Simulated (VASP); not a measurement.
# KI (I4/mmm) in VASP: notebook, part 2 of 2

VASP 6.6.1.

**4. Single point, PBE (strain +0.025 along x and y, -0.025 along z)**

INCAR reads:

```
PREC = Accurate
ENCUT = 520
EDIFF = 1E-6
ISMEAR = 0
SIGMA = 0.05
LREAL = False
LASPH = True
NELM = 80
ALGO = Normal
ISIF = 2
LWAVE = False
LCHARG = False
GGA = PE
NBANDS = 15
```

KPOINTS reads:

```
Automatic mesh
0
Gamma
  6 6 6
```

POSCAR reads:

```
KI
1.0
    0.0000000000      3.6126637500      3.4364362500
    3.6126637500      0.0000000000      3.4364362500
    3.6126637500      3.6126637500      0.0000000000
K I
1 1
Direct
    0.0000000000      0.0000000000      0.0000000000
    0.5000000000      0.5000000000      0.5000000000
```

Potentials or basis: VASP PAW PBE potentials, release 64 (K_sv, I).

Command:

```sh
cat potpaw_PBE.64/K_sv/POTCAR potpaw_PBE.64/I/POTCAR > POTCAR
mpirun -np 1 vasp_std > vasp.out
```

OUTCAR:

```text
PREC = Accurate
   ENCUT = 520
   EDIFF = 1E-6
   ISMEAR = 0
   LREAL = False
   LASPH = True
   NELM = 80
   ISIF = 2
   GGA = PE

 ion  position               nearest neighbor table
   1  0.000  0.000  0.000-   2 3.44   2 3.44   2 3.61   2 3.61   2 3.61   2 3.61
   2  0.500  0.500  0.500-   1 3.44   1 3.44   1 3.61   1 3.61   1 3.61   1 3.61

  LATTYP: Found a body centered tetragonal cell.
 ALAT       =     5.1090780715
 C/A-ratio  =     1.3452275349

  Lattice vectors:

 A1 = (   0.0000000000,  -3.6126637500,  -3.4364362500)
 A2 = (   0.0000000000,   3.6126637500,  -3.4364362500)
 A3 = (   3.6126637500,   0.0000000000,   3.4364362500)

Analysis of symmetry for initial positions (statically):
=====================================================================
 Subroutine PRICEL returns:
 Original cell was already a primitive cell.

 Routine SETGRP: Setting up the symmetry group for a
 body centered tetragonal supercell.

 Subroutine GETGRP returns: Found 16 space group operations
 (whereof 16 operations were pure point group operations)
 out of a pool of 16 trial point group operations.

The static configuration has the point symmetry D_4h.

Analysis of symmetry for dynamics (positions and initial velocities):
=====================================================================
 Subroutine PRICEL returns:
 Original cell was already a primitive cell.

 Routine SETGRP: Setting up the symmetry group for a
 body centered tetragonal supercell.

 Subroutine GETGRP returns: Found 16 space group operations
 (whereof 16 operations were pure point group operations)
 out of a pool of 16 trial point group operations.

The dynamic configuration has the point symmetry D_4h.

 Subroutine INISYM returns: Found 16 space group operations
 (whereof 16 operations are pure point group operations),
 and found     1 'primitive' translations

----------------------------------------------------------------------------------------

[... 122 lines left out ...]
   LRPA    =     F    only Hartree local field effects (RPA)
 non-spin polarized calculation
 Gauss-broadening in eV      SIGMA  =   0.05
  energy-cutoff  :      520.00
  volume of cell :       89.70
 maximum number of plane-waves:      2453
 NGX is ok and might be reduce to    40
   NGX = 19   NGY = 19   NGZ = 19

 number of electron      15.9999999 magnetization

 Free energy of the ion-electron system (eV)
  ---------------------------------------------------
  ext. energy  EPLUGINS =         0.00000000
  ---------------------------------------------------
  free energy    TOTEN  =        -5.54900367 eV

  energy without entropy =       -5.54900367  energy(sigma->0) =       -5.54900367

 E-fermi :  -0.2839     XC(G=0):  -7.1081

 val. band max:       -0.4971168776   @ k =   0.0000   0.0000   0.0000
 cond. band min:       3.4161950354   @ k =   0.0000   0.0000   0.0000
 fundamental gap:      3.9133119131
 Fermi energy:        -0.2839067459

 k-point     1 :       0.0000    0.0000    0.0000
  band No.  band energies     occupation
      1     -29.0306      2.00000
      2     -12.5190      2.00000
      3     -12.5170      2.00000
      4     -12.5170      2.00000
      5     -10.9833      2.00000
      6      -0.5058      2.00000
      7      -0.5058      2.00000
      8      -0.4971      2.00000
      9       3.4162      0.00000
     10       5.9069      0.00000
     11       5.9069      0.00000
     12       6.2029      0.00000
     13       6.6050      0.00000
     14       6.8185      0.00000
[... 401 lines left out ...]
      2     -12.5733      2.00000
      3     -12.5424      2.00000
      4     -12.5289      2.00000
      5     -10.8173      2.00000
      6      -1.4472      2.00000
      7      -1.0037      2.00000
      8      -0.8273      2.00000
      9       4.8656      0.00000
     10       5.6850      0.00000
     11       7.1543      0.00000
     12       7.6713      0.00000
     13       8.2956      0.00000
     14       8.7931      0.00000
     15       9.1540      0.00000

 [... further k-points ...]

------------------------ aborting loop because EDIFF is reached ----------------------------------------

  FORCE on cell =-STRESS in cart. coord.  units (eV):
  Direction    XX          YY          ZZ          XY          YZ          ZX
  --------------------------------------------------------------------------------------
  -------------------------------------------------------------------------------------
  Total        0.0212641      0.0212641      0.7850580      0.0000000      0.0000000     -0.0000000
  in kB        0.3798076      0.3798076     14.0222903      0.0000000      0.0000000     -0.0000000
  external PRESSURE =       4.9273018 kB  Pullay stress =       0.0000000 kB

 VOLUME and BASIS-vectors are now :
 -----------------------------------------------------------------------------
  energy-cutoff  :      520.00
  volume of cell :       89.70
      direct lattice vectors                 reciprocal lattice vectors
     0.000000000  3.612663750  3.436436250    -0.138402031  0.138402031  0.145499571
     3.612663750  0.000000000  3.436436250     0.138402031 -0.138402031  0.145499571
     3.612663750  3.612663750  0.000000000     0.138402031  0.138402031 -0.145499571

 POSITION                                       TOTAL-FORCE (eV/Angst)
 -----------------------------------------------------------------------------------
      0.00000      0.00000      0.00000         0.000000      0.000000      0.000000
      3.61266      3.61266      3.43644         0.000000      0.000000     -0.000000
 -----------------------------------------------------------------------------------
    total drift:                                0.000000     -0.000000     -0.000000

  FREE ENERGIE OF THE ION-ELECTRON SYSTEM (eV)
  ---------------------------------------------------
  free  energy   TOTEN  =        -5.5490036747 eV

  energy  without entropy=       -5.5490036747  energy(sigma->0) =       -5.54900367
```

OSZICAR:

```text
N       E                     dE             d eps       ncg     rms          rms(c)
DAV:   1     0.881572820393E+02    0.88157E+02   -0.63840E+03   900   0.894E+02
DAV:   2    -0.305862398121E+00   -0.88463E+02   -0.83821E+02  1145   0.213E+02
DAV:   3    -0.535326616413E+01   -0.50474E+01   -0.50275E+01  1287   0.445E+01
DAV:   4    -0.563255381617E+01   -0.27929E+00   -0.27924E+00  1411   0.904E+00
DAV:   5    -0.563422312977E+01   -0.16693E-02   -0.16693E-02  1293   0.775E-01    0.302E+00
DAV:   6    -0.554758146284E+01    0.86642E-01   -0.98642E-02  1159   0.179E+00    0.216E+00
DAV:   7    -0.554288656471E+01    0.46949E-02   -0.11717E-01  1229   0.170E+00    0.794E-01
DAV:   8    -0.554834117369E+01   -0.54546E-02   -0.12733E-02   942   0.715E-01    0.130E-01
DAV:   9    -0.554883158318E+01   -0.49041E-03   -0.10239E-03  1264   0.184E-01    0.783E-02
DAV:  10    -0.554895294016E+01   -0.12136E-03   -0.12749E-04  1127   0.605E-02    0.216E-02
DAV:  11    -0.554900384128E+01   -0.50901E-04   -0.66273E-05  1068   0.476E-02    0.190E-02
DAV:  12    -0.554900367471E+01    0.16657E-06   -0.29426E-06  1221   0.133E-02
   1 F= -.55490037E+01 E0= -.55490037E+01  d E =-.239002E-11
```

stdout:

```text
POSCAR found type information on POSCAR K I
 POSCAR found :  2 types and       2 ions
 scaLAPACK will be used
 LDA part: xc-table for (Slater+PW92), standard interpolation
 POSCAR, INCAR and KPOINTS ok, starting setup
 FFT: planning ... GRIDC
 FFT: planning ... GRID_SOFT
 FFT: planning ... GRID
 WAVECAR not read
 entering main loop
```

Wall time 32 s (1 thread of Intel Xeon Platinum 8488C (Sapphire Rapids), shared host); peak memory 0.25 GiB.

What came out:

```
Free energy            : -5.5490 eV
Pressure               : 0.5 GPa
Band gap on the k mesh : 3.91 eV, direct
```

Caveat: the cell differs from its parent crystal (strain +0.025 along x and y, -0.025 along z); spin-orbit coupling is left out, which moves the levels of the heavy elements.

**5. Single point, PBE (strain +0.050 along x and y, -0.050 along z)**

INCAR reads:

```
SYSTEM = KI
ALGO = Normal ; EDIFF = 1E-7
ENCUT = 520 ; GGA = PE
ISIF = 2 ; ISMEAR = 0
LASPH = .TRUE. ; LCHARG = .FALSE.
LREAL = .FALSE. ; LWAVE = .FALSE.
NBANDS = 15 ; NELM = 60
PREC = Accurate ; SIGMA = 0.05
```

KPOINTS reads:

```
k-points
0
G
  6 6 6
  0 0 0
```

POSCAR reads:

```
KI
1.0
    0.0000000000      3.7007775000      3.3483225000
    3.7007775000      0.0000000000      3.3483225000
    3.7007775000      3.7007775000      0.0000000000
K I
1 1
Direct
    0.0000000000      0.0000000000      0.0000000000
    0.5000000000      0.5000000000      0.5000000000
```

Command:

```sh
cat potpaw_PBE.64/K_sv/POTCAR potpaw_PBE.64/I/POTCAR > POTCAR
mpirun -np 1 vasp_std > vasp.out
```

Run time: 38 s. Hardware: 1 thread of Intel Xeon Platinum 8488C (Sapphire Rapids), shared host; peak memory 0.25 GiB.

Results (log left out):

```
Free energy            : -5.5162 eV
Pressure               : 0.5 GPa
Band gap on the k mesh : 3.85 eV, direct
```

Stress tensor (GPa, compression positive):
```
-0.43  0.00  0.00
 0.00 -0.43  0.00
 0.00  0.00  2.33
```

Levels at points of the mesh, in eV from the valence-band top:
| k point | band 4 | band 5 | band 6 | band 7 | band 8 | band 9 | band 10 | band 11 | band 12 | band 13 |
| --- | --- | --- | --- | --- | --- | --- | --- | --- | --- | --- |
| (0.00, 0.00, 0.00) | -12.05 | -10.47 | -0.01 | -0.01 | 0.00 | 3.85 | 6.33 | 6.33 | 6.91 | 6.99 |
| (0.50, 0.00, 0.00) | -12.05 | -10.20 | -1.26 | -0.34 | -0.32 | 5.46 | 7.53 | 7.71 | 8.52 | 8.64 |
| (0.50, 0.50, 0.00) | -12.07 | -10.32 | -0.87 | -0.45 | -0.45 | 4.92 | 5.75 | 8.23 | 8.67 | 8.86 |
| (0.50, 0.00, 0.50) | -12.06 | -10.35 | -0.98 | -0.35 | -0.25 | 5.03 | 5.67 | 7.95 | 8.42 | 8.66 |

Caveat: the cell differs from its parent crystal (strain +0.050 along x and y, -0.050 along z); spin-orbit coupling is left out, which moves the levels of the heavy elements.

**6. Overview**

```tsv
cell	gap on the mesh (eV)	pressure (GPa)
a = 5.050, b = 5.050, c = 4.860 Å, angles 61.2, 61.2, 57.5°, 2 atoms	3.97	0.9
a = 4.926, b = 4.926, c = 5.109 Å, angles 58.8, 58.8, 62.5°, 2 atoms	3.95	1.0
a = 4.986, b = 4.986, c = 5.109 Å, angles 59.2, 59.2, 61.6°, 2 atoms	3.91	0.5
a = 4.991, b = 4.991, c = 5.234 Å, angles 58.4, 58.4, 63.2°, 2 atoms	3.85	0.5
```

Alike in all rows: task single point; level PBE; potentials or basis VASP PAW PBE potentials, release 64 (K_sv, I); no spin polarisation; k mesh 6 × 6 × 6; cutoff (eV) 520; smearing gaussian 0.05 eV.

Caveats: spin-orbit coupling is left out, which moves the levels of the heavy elements.

Absolute energies hang on the potentials; compare differences alone.
